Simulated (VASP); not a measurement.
# K (Fd-3m) in VASP: notebook

K is run at these levels: BLYP; tasks: single point.

Program: VASP 6.6.1. These are calculated values, not measurements. Logs are shortened: lines on timing, memory, paths and dates and some standing lists are left out, and cuts for length are marked.

## 1. The cell of the first run

The structure is cubic, space group Fd-3m (No. 227). Conventional cell: a = 9.733 Å, b = 9.733 Å, c = 9.733 Å, α = 90.00°, β = 90.00°, γ = 90.00°. Within 5.5 Å of K (site symmetry -43m) lie 4 K at 4.21 Å.

This isn't the form of K at room conditions, which is bcc.

## 2. Single point, BLYP (115.26 Å³/atom)

INCAR

```
SYSTEM = K
PREC = Accurate
ENCUT = 520
EDIFF = 1E-6
ISMEAR = -1
SIGMA = 0.1
LREAL = .FALSE.
LASPH = .TRUE.
NELM = 80
ALGO = Normal
ISIF = 2
LWAVE = .FALSE.
LCHARG = .FALSE.
GGA = B5
ALDAX = 1.0
AGGAX = 1.0
AGGAC = 1.0
ALDAC = 0.0
NBANDS = 16
```

KPOINTS

```
regular mesh
0
G
  6 6 6
  0 0 0
```

POSCAR

```
K
1.0
    0.0000000000      4.8666263080      4.8666263080
    4.8666263080      0.0000000000      4.8666263080
    4.8666263080      4.8666263080      0.0000000000
K
2
Direct
    0.1250000000      0.1250000000      0.1250000000
    0.8750000000      0.8750000000      0.8750000000
```

Potentials or basis: VASP PAW PBE potentials, release 64 (K_sv).

On the command line:

```console
$ cat potpaw_PBE.64/K_sv/POTCAR > POTCAR
$ mpirun -np 1 vasp_std > vasp.out
```

OUTCAR:

```text
SYSTEM = K
   PREC = Accurate
   ENCUT = 520
   EDIFF = 1E-6
   ISMEAR = -1
   LREAL = .FALSE.
   LASPH = .TRUE.
   NELM = 80
   ISIF = 2
   GGA = B5

 ion  position               nearest neighbor table
   1  0.125  0.125  0.125-
   2  0.875  0.875  0.875-

  LATTYP: Found a face centered cubic cell.
 ALAT       =     9.7332526160

  Lattice vectors:

 A1 = (   0.0000000000,   4.8666263080,   4.8666263080)
 A2 = (   4.8666263080,   0.0000000000,   4.8666263080)
 A3 = (   4.8666263080,   4.8666263080,   0.0000000000)

Analysis of symmetry for initial positions (statically):
=====================================================================
 Subroutine PRICEL returns:
 Original cell was already a primitive cell.

 Routine SETGRP: Setting up the symmetry group for a
 face centered cubic supercell.

 Subroutine GETGRP returns: Found 48 space group operations
 (whereof 12 operations were pure point group operations)
 out of a pool of 48 trial point group operations.

The static configuration has the point symmetry D_3d.
 The point group associated with its full space group is O_h .

Analysis of symmetry for dynamics (positions and initial velocities):
=====================================================================
 Subroutine PRICEL returns:
 Original cell was already a primitive cell.

 Routine SETGRP: Setting up the symmetry group for a
 face centered cubic supercell.

 Subroutine GETGRP returns: Found 48 space group operations
 (whereof 12 operations were pure point group operations)
 out of a pool of 48 trial point group operations.

The dynamic configuration has the point symmetry D_3d.
 The point group associated with its full space group is O_h .

 Subroutine INISYM returns: Found 48 space group operations
 (whereof 12 operations are pure point group operations),
 and found     1 'primitive' translations

----------------------------------------------------------------------------------------

                                     Primitive cell

  volume of cell :     230.5229

  direct lattice vectors                    reciprocal lattice vectors
     0.000000000  4.866626308  4.866626308    -0.102740578  0.102740578  0.102740578
     4.866626308  0.000000000  4.866626308     0.102740578 -0.102740578  0.102740578
     4.866626308  4.866626308  0.000000000     0.102740578  0.102740578 -0.102740578

  length of vectors
     6.882448928  6.882448928  6.882448928     0.177951901  0.177951901  0.177951901

  position of ions in fractional coordinates (direct lattice)
     0.125000000  0.125000000  0.125000000
     0.875000000  0.875000000  0.875000000

  ion indices of the primitive-cell ions
   primitive index   ion index
                 1           1
                 2           2

----------------------------------------------------------------------------------------

 KPOINTS: regular mesh

Automatic generation of k-mesh.
 Grid dimensions read from file:
 generate k-points for:    6    6    6

 Generating k-lattice:

  Cartesian coordinates                     Fractional coordinates (reciprocal lattice)
    -0.017123430  0.017123430  0.017123430     0.166666667  0.000000000  0.000000000
     0.017123430 -0.017123430  0.017123430     0.000000000  0.166666667  0.000000000
     0.017123430  0.017123430 -0.017123430     0.000000000  0.000000000  0.166666667

  Length of vectors
     0.029658650  0.029658650  0.029658650

  Shift w.r.t. Gamma in fractional coordinates (k-lattice)
     0.000000000  0.000000000  0.000000000

 Subroutine IBZKPT returns following result:
 ===========================================

 Found     16 irreducible k-points:

 Following reciprocal coordinates:
            Coordinates               Weight
  0.000000  0.000000  0.000000      1.000000
  0.166667  0.000000  0.000000      8.000000
  0.333333  0.000000  0.000000      8.000000
  0.500000  0.000000  0.000000      4.000000
  0.166667  0.166667  0.000000      6.000000
  0.333333  0.166667  0.000000     24.000000
[... 8 lines left out ...]
 -0.333333  0.333333  0.166667     24.000000
 -0.333333  0.500000  0.166667     12.000000
   k-points           NKPTS =     16   k-points in BZ     NKDIM =     16   number of bands    NBANDS=     16
   number of dos      NEDOS =    301   number of ions     NIONS =      2
   total plane-waves  NPLWV = 157464
   dimension x,y,z NGX =    54 NGY =   54 NGZ =   54
   dimension x,y,z NGXF=   108 NGYF=  108 NGZF=  108
   ions per type =               2
   NGX,Y,Z   is equivalent  to a cutoff of  13.04, 13.04, 13.04 a.u.
   NGXF,Y,Z  is equivalent  to a cutoff of  26.09, 26.09, 26.09 a.u.
 SYSTEM =  K
   PREC   = accura    normal or accurate (medium, high low for compatibility)
   ISTART =      0    job   : 0-new  1-cont  2-samecut
   ICHARG =      2    charge: 1-file 2-atom 10-const
   ISPIN  =      1    spin polarized calculation?
   LNONCOLLINEAR =      F non collinear calculations
   LSORBIT =      F    spin-orbit coupling
   LASPH  =      T    aspherical Exc in radial PAW
   ENCUT  =  520.0 eV  38.22 Ry    6.18 a.u.  12.80 12.80 12.80*2*pi/ulx,y,z
   NELM   =     80;   NELMIN=  2; NELMDL= -5     # of ELM steps
   EDIFF  = 0.1E-05   stopping-criterion for ELM
   LREAL  =      F    real-space projection
   EDIFFG = 0.1E-04   stopping-criterion for IOM
   NSW    =      0    number of steps for IOM
   IBRION =     -1    ionic relax: 0-MD 1-quasi-New 2-CG
   NFREE  =      0    steps in history (QN), initial steepest desc. (CG)
   ISIF   =      2    stress and relaxation
   ISYM   =      2    0-nonsym 1-usesym 2-fastsym
   POTIM  = 0.5000    time-step for ionic-motion
   TEBEG  =    0.0;   TEEND  =   0.0 temperature during run
   PSTRESS=    0.0 pullay stress
   NELECT =      18.0000    total number of electrons
   NUPDOWN=      -1.0000    fix difference up-down
   EMIN   =  10.00;   EMAX   =-10.00  energy-range for DOS
   EFERMI =   0.00;   METHOD = LEGACY
   ISMEAR =    -1;   SIGMA  =   0.10  broadening in eV -4-tet -1-fermi 0-gaus
   EFERMI_NEDOS =   21; number of points for ismear=-14 and -15
   IALGO  =     38    algorithm
   IMIX   =      4    mixing-type and parameters
     AMIX     =   0.40;   BMIX     =  1.00
     AMIX_MAG =   1.60;   BMIX_MAG =  1.00
  volume/ion in A,a.u.               =     115.26       777.82
  Fermi-wavevector in a.u.,A,eV,Ry     =   0.699725  1.322289  6.661626  0.489616
  Thomas-Fermi vector in A             =   1.783683
   LORBIT       =      0    0 simple, 1 ext, 2 COOP (PROOUT), +10 PAW based schemes
   GGA     = B5    functional components
   LHFCALC =     F    Hartree Fock is set to
   AEXX    =    0.0000 exact exchange contribution
   IVDW    =     0    specifies the selected vdW correction
   LEPSILON=     F    determine dielectric tensor
   LRPA    =     F    only Hartree local field effects (RPA)
 non-spin polarized calculation
  energy-cutoff  :      520.00
  volume of cell :      230.52
 maximum number of plane-waves:      6233
 NGX is ok and might be reduce to    54
   NGX = 25   NGY = 25   NGZ = 25

 number of electron      17.9999998 magnetization

 Free energy of the ion-electron system (eV)
  ---------------------------------------------------
  ext. energy  EPLUGINS =         0.00000000
  ---------------------------------------------------
  free energy    TOTEN  =        -1.09415498 eV

  energy without entropy =       -1.05004499  energy(sigma->0) =       -1.07209998

 E-fermi :  -0.4573     XC(G=0):  -4.0302

 val. band max:       -0.4717359011   @ k =   0.5000   0.5000   0.0000
 cond. band min:      -0.3936089039   @ k =  -0.3333   0.5000   0.1667
 fundamental gap:      0.0781269972
 Fermi energy:        -0.4572545062

 k-point     1 :       0.0000    0.0000    0.0000
  band No.  band energies     occupation
      1     -33.0057      2.00000
      2     -32.9944      2.00000
      3     -16.5930      2.00000
      4     -16.5930      2.00000
      5     -16.5930      2.00000
      6     -16.5387      2.00000
[... 8 lines left out ...]
     15       2.1341      0.00000
     16       2.1862      0.00000

 k-point     2 :       0.1667    0.0000    0.0000
  band No.  band energies     occupation
      1     -33.0051      2.00000
      2     -32.9950      2.00000
      3     -16.5945      2.00000
      4     -16.5945      2.00000
      5     -16.5925      2.00000
      6     -16.5395      2.00000
[... 8 lines left out ...]
     15       2.1024      0.00000
     16       2.3042      0.00000

 k-point     3 :       0.3333    0.0000    0.0000
  band No.  band energies     occupation
      1     -33.0038      2.00000
      2     -32.9963      2.00000
      3     -16.5972      2.00000
      4     -16.5972      2.00000
      5     -16.5913      2.00000
      6     -16.5412      2.00000
[... 8 lines left out ...]
     15       1.9388      0.00000
     16       2.6207      0.00000

 k-point     4 :       0.5000    0.0000    0.0000
  band No.  band energies     occupation
      1     -33.0029      2.00000
      2     -32.9972      2.00000
      3     -16.5984      2.00000
      4     -16.5984      2.00000
      5     -16.5908      2.00000
      6     -16.5420      2.00000
[... 8 lines left out ...]
     15       1.8400      0.00000
     16       2.8167      0.00000

 k-point     5 :       0.1667    0.1667    0.0000
  band No.  band energies     occupation
      1     -33.0049      2.00000
      2     -32.9952      2.00000
      3     -16.5961      2.00000
      4     -16.5961      2.00000
      5     -16.5895      2.00000
      6     -16.5425      2.00000
[... 8 lines left out ...]
     15       2.3228      0.00000
     16       2.4444      0.00000

 k-point     6 :       0.3333    0.1667    0.0000
  band No.  band energies     occupation
      1     -33.0038      2.00000
      2     -32.9963      2.00000
      3     -16.5992      2.00000
      4     -16.5988      2.00000
      5     -16.5862      2.00000
      6     -16.5462      2.00000
[... 8 lines left out ...]
     15       2.3095      0.00000
     16       2.5577      0.00000

 k-point     7 :       0.5000    0.1667    0.0000
  band No.  band energies     occupation
      1     -33.0025      2.00000
      2     -32.9976      2.00000
      3     -16.6019      2.00000
      4     -16.5999      2.00000
      5     -16.5840      2.00000
      6     -16.5486      2.00000
[... 8 lines left out ...]
     15       2.3040      0.00000
     16       2.8112      0.00000

 k-point     8 :      -0.3333    0.1667    0.0000
  band No.  band energies     occupation
      1     -33.0029      2.00000
      2     -32.9972      2.00000
      3     -16.6019      2.00000
      4     -16.5984      2.00000
      5     -16.5853      2.00000
      6     -16.5472      2.00000
[... 8 lines left out ...]
     15       2.3302      0.00000
     16       2.6170      0.00000

 k-point     9 :      -0.1667    0.1667    0.0000
  band No.  band energies     occupation
      1     -33.0043      2.00000
      2     -32.9958      2.00000
      3     -16.5987      2.00000
      4     -16.5957      2.00000
      5     -16.5893      2.00000
      6     -16.5429      2.00000
[... 8 lines left out ...]
     15       2.2648      0.00000
     16       2.3120      0.00000

 k-point    10 :       0.3333    0.3333    0.0000
  band No.  band energies     occupation
      1     -33.0029      2.00000
      2     -32.9972      2.00000
      3     -16.6015      2.00000
      4     -16.6015      2.00000
      5     -16.5799      2.00000
      6     -16.5528      2.00000
[... 8 lines left out ...]
     15       2.7207      0.00000
     16       2.7556      0.00000

 k-point    11 :       0.5000    0.3333    0.0000
  band No.  band energies     occupation
      1     -33.0015      2.00000
      2     -32.9986      2.00000
      3     -16.6038      2.00000
      4     -16.6026      2.00000
      5     -16.5742      2.00000
      6     -16.5585      2.00000
[... 8 lines left out ...]
     15       2.6025      0.00000
     16       2.8543      0.00000

 k-point    12 :      -0.3333    0.3333    0.0000
  band No.  band energies     occupation
      1     -33.0015      2.00000
      2     -32.9986      2.00000
      3     -16.6047      2.00000
      4     -16.6012      2.00000
      5     -16.5765      2.00000
      6     -16.5561      2.00000
[... 8 lines left out ...]
     15       2.3711      0.00000
     16       2.8257      0.00000

 k-point    13 :       0.5000    0.5000    0.0000
  band No.  band energies     occupation
      1     -33.0000      2.00000
      2     -33.0000      2.00000
      3     -16.6039      2.00000
      4     -16.6039      2.00000
      5     -16.5665      2.00000
      6     -16.5665      2.00000
[... 8 lines left out ...]
     15       2.8638      0.00000
     16       2.8638      0.00000

 k-point    14 :       0.5000    0.3333    0.1667
  band No.  band energies     occupation
      1     -33.0025      2.00000
      2     -32.9976      2.00000
      3     -16.6029      2.00000
      4     -16.6005      2.00000
      5     -16.5803      2.00000
      6     -16.5523      2.00000
[... 8 lines left out ...]
     15       2.2429      0.00000
     16       2.6848      0.00000

 k-point    15 :      -0.3333    0.3333    0.1667
  band No.  band energies     occupation
      1     -33.0015      2.00000
      2     -32.9986      2.00000
      3     -16.6043      2.00000
      4     -16.6018      2.00000
      5     -16.5761      2.00000
      6     -16.5564      2.00000
[... 8 lines left out ...]
     15       2.3589      0.00000
     16       2.6906      0.00000

 k-point    16 :      -0.3333    0.5000    0.1667
  band No.  band energies     occupation
      1     -33.0000      2.00000
      2     -33.0000      2.00000
      3     -16.6040      2.00000
      4     -16.6040      2.00000
      5     -16.5663      2.00000
      6     -16.5663      2.00000
[... 8 lines left out ...]
     15       2.6078      0.00000
     16       2.6078      0.00000

------------------------ aborting loop because EDIFF is reached ----------------------------------------

  FORCE on cell =-STRESS in cart. coord.  units (eV):
  Direction    XX          YY          ZZ          XY          YZ          ZX
  --------------------------------------------------------------------------------------
  -------------------------------------------------------------------------------------
  Total        0.2511461      0.2511461      0.2511461     -0.0000000     -0.0000000     -0.0000000
  in kB        1.7455129      1.7455129      1.7455129     -0.0000000     -0.0000000     -0.0000000
  external PRESSURE =       1.7455129 kB  Pullay stress =       0.0000000 kB

 VOLUME and BASIS-vectors are now :
 -----------------------------------------------------------------------------
  energy-cutoff  :      520.00
  volume of cell :      230.52
      direct lattice vectors                 reciprocal lattice vectors
     0.000000000  4.866626308  4.866626308    -0.102740578  0.102740578  0.102740578
     4.866626308  0.000000000  4.866626308     0.102740578 -0.102740578  0.102740578
     4.866626308  4.866626308  0.000000000     0.102740578  0.102740578 -0.102740578

 POSITION                                       TOTAL-FORCE (eV/Angst)
 -----------------------------------------------------------------------------------
      1.21666      1.21666      1.21666        -0.000000     -0.000000     -0.000000
      8.51660      8.51660      8.51660         0.000000      0.000000      0.000000
 -----------------------------------------------------------------------------------
    total drift:                               -0.000000      0.000000     -0.000000

  FREE ENERGIE OF THE ION-ELECTRON SYSTEM (eV)
  ---------------------------------------------------
  free  energy   TOTEN  =        -1.0941549829 eV

  energy  without entropy=       -1.0500449858  energy(sigma->0) =       -1.07209998
```

Wall time 63 s (1 thread of Intel Xeon 6975P-C (Granite Rapids), shared host); peak memory 0.38 GiB.

Results:

```yaml
Free_energy: -1.0942 eV
Pressure: 0.2 GPa
Band_gap_on_the_k_mesh: zero (bands 9 and 10 overlap by 0.08 eV)
```

Levels at points of the mesh, in eV from the Fermi level:
```csv
k point,band 5,band 6,band 7,band 8,band 9,band 10,band 11,band 12,band 13,band 14
"(0.00, 0.00, 0.00)",-16.14,-16.08,-16.08,-16.08,-1.61,2.27,2.27,2.27,2.59,2.59
"(0.50, 0.00, 0.00)",-16.13,-16.08,-16.08,-16.08,-0.68,0.07,2.17,2.17,2.29,2.30
"(0.50, 0.50, 0.00)",-16.11,-16.11,-16.07,-16.07,-0.01,-0.01,1.51,1.51,1.68,1.68
```

Caveat: the PAW data sets were made with another functional, which shifts forces and pressure a little.

## 3. Single point, BLYP (120.50 Å³/atom)

This run uses another cell than the first one, of 120.50 Å³/atom.

INCAR

```
SYSTEM = K
PREC     = Accurate       ! precision mode
ENCUT    = 520            ! plane-wave cutoff, eV
EDIFF    = 1E-6           ! SCF threshold, eV
ISMEAR   = -1             ! smearing method
SIGMA    = 0.1            ! smearing width, eV
LREAL    = .FALSE.        ! projectors in reciprocal space
LASPH    = .TRUE.         ! aspherical terms in the spheres
NELM     = 60             ! most SCF steps
ALGO     = Normal         ! electronic algorithm
ISIF     = 2              ! what is computed and relaxed
LWAVE    = .FALSE.        ! write WAVECAR
LCHARG   = .TRUE.         ! write CHGCAR
GGA      = B5             ! functional
ALDAX    = 1.0          
AGGAX    = 1.0          
AGGAC    = 1.0          
ALDAC    = 0.0          
LELF     = .TRUE.         ! ELF
LVHAR    = .TRUE.       
NBANDS   = 16             ! bands
```

KPOINTS

```
Automatic mesh
0
G
  6 6 6
  0 0 0
```

POSCAR

```
K
1.0
    0.0000000000      4.9392732319      4.9392732319
    4.9392732319      0.0000000000      4.9392732319
    4.9392732319      4.9392732319      0.0000000000
K
2
Direct
    0.1250000000      0.1250000000      0.1250000000
    0.8750000000      0.8750000000      0.8750000000
```

Potentials or basis: VASP PAW PBE potentials, release 64 (K_sv).

On the command line:

```console
$ cat potpaw_PBE.64/K_sv/POTCAR > POTCAR
$ mpirun -np 1 vasp_std > vasp.out
```

Run time: 96 s. Hardware: 1 thread of Intel Xeon 6975P-C (Granite Rapids), shared host; peak memory 0.39 GiB.

It converged, with:

```
Free energy            : -1.1040 eV
Pressure               : 0.1 GPa
Band gap on the k mesh : zero (bands 9 and 10 overlap by 0.07 eV)
```

Levels at points of the mesh, in eV from the Fermi level:
```
           k point  band 5  band 6  band 7  band 8  band 9  band 10  band 11  band 12  band 13  band 14
(0.00, 0.00, 0.00)  -16.12  -16.08  -16.08  -16.08   -1.55     2.24     2.24     2.24     2.56     2.56
(0.50, 0.00, 0.00)  -16.12  -16.08  -16.07  -16.07   -0.66     0.10     2.18     2.18     2.24     2.24
(0.50, 0.50, 0.00)  -16.10  -16.10  -16.07  -16.07   -0.02    -0.02     1.53     1.53     1.65     1.65
```

Caveat: the PAW data sets were made with another functional, which shifts forces and pressure a little.

The gap in the log of VASP goes by the Fermi energy; the results here count the filled bands.